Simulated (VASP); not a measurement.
GaN:

```xyz
2
Lattice="0.0000 2.2535 2.2535 2.2535 0.0000 2.2535 2.2535 2.2535 0.0000" Properties=species:S:1:pos:R:3 pbc="T T T"
Ga    0.0000    0.0000    0.0000
N     1.1268    1.1268    1.1268
```

| Quantity | Value |
| --- | --- |
| Program | VASP 6.6.1 |
| Task | relaxation of cell and atoms |
| Functional | PBEsol-based screened hybrid with 25 % exact exchange |
| Potentials or basis | VASP PAW PBE potentials, release 64 (Ga_d, N) |
| Cutoff | 600 eV |
| k mesh | 5 × 5 × 5 |
| Occupations | fermi-dirac, width 0.05 eV |
| Spin | no spin polarisation |

At the start: pressure -5.6 GPa; volume 11.44 Å³/atom.

Q: Where does the relaxation end?

A: Over 3 steps the energy falls by 5.9 meV/atom and the volume is 11.12 Å³/atom (-2.8 %); space group F-43m (No. 216, to 0.1 Å) before and after.

The path:
| step | energy change (eV) | largest force (eV/Å) | pressure (GPa) | volume (Å³) |
| --- | --- | --- | --- | --- |
| 1 | 0.0000 | 0.0000 | -5.64 | 22.89 |
| 2 | 0.0016 | 0.0000 | 6.81 | 21.58 |
| 3 | -0.0118 | 0.0000 | -0.13 | 22.24 |

Final structure:
```
CELL_PARAMETERS angstrom
0.00000 2.23194 2.23194
2.23194 0.00000 2.23194
2.23194 2.23194 0.00000
ATOMIC_POSITIONS crystal
Ga 0.00000 0.00000 0.00000
N 0.25000 0.25000 0.25000
```

Caveat: the k points lie up to 0.49 Å⁻¹ apart in the final cell; the PAW data sets were made with another functional, which shifts forces and pressure a little.
